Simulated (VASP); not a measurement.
Input of a VASP 6.6.1 run:

File INCAR:

```
PREC     = Accurate       # precision mode
ENCUT    = 520            # plane-wave cutoff, eV
EDIFF    = 1E-6           # SCF threshold, eV
ISMEAR   = 0              # smearing method
SIGMA    = 0.05           # smearing width, eV
LREAL    = False          # projectors in reciprocal space
LASPH    = True           # aspherical terms in the spheres
NELM     = 60             # most SCF steps
ALGO     = Normal         # electronic algorithm
ISIF     = 2              # what is computed and relaxed
LWAVE    = False          # write WAVECAR
LCHARG   = False          # write CHGCAR
GGA      = PE             # functional
NBANDS   = 15             # bands
```

KPOINTS

```
Automatic mesh
0
Gamma
  8 8 8
```

Contents of POSCAR:

```
KBr
1.0
   -0.3475784230      3.1282058066      3.1282058066
    3.1282058066     -0.3475784230      3.1282058066
    3.1282058066      3.1282058066     -0.3475784230
K Br
1 1
Direct
    0.0000000000      0.0000000000      0.0000000000
    0.5000000000      0.5000000000      0.5000000000
```

Potentials or basis: VASP PAW PBE potentials, release 64 (K_sv, Br).

Run with:

```console
$ cat potpaw_PBE.64/K_sv/POTCAR potpaw_PBE.64/Br/POTCAR > POTCAR
$ mpirun -np 1 vasp_std > vasp.out
```

Estimate the band gap on the k mesh.

4.17 eV, direct.

What does it give for the pressure?

0.7 GPa.

Stress tensor (GPa, compression positive):
```
0.68 0.36 0.36
0.36 0.68 0.36
0.36 0.36 0.68
```

 A k mesh can miss the band edges.
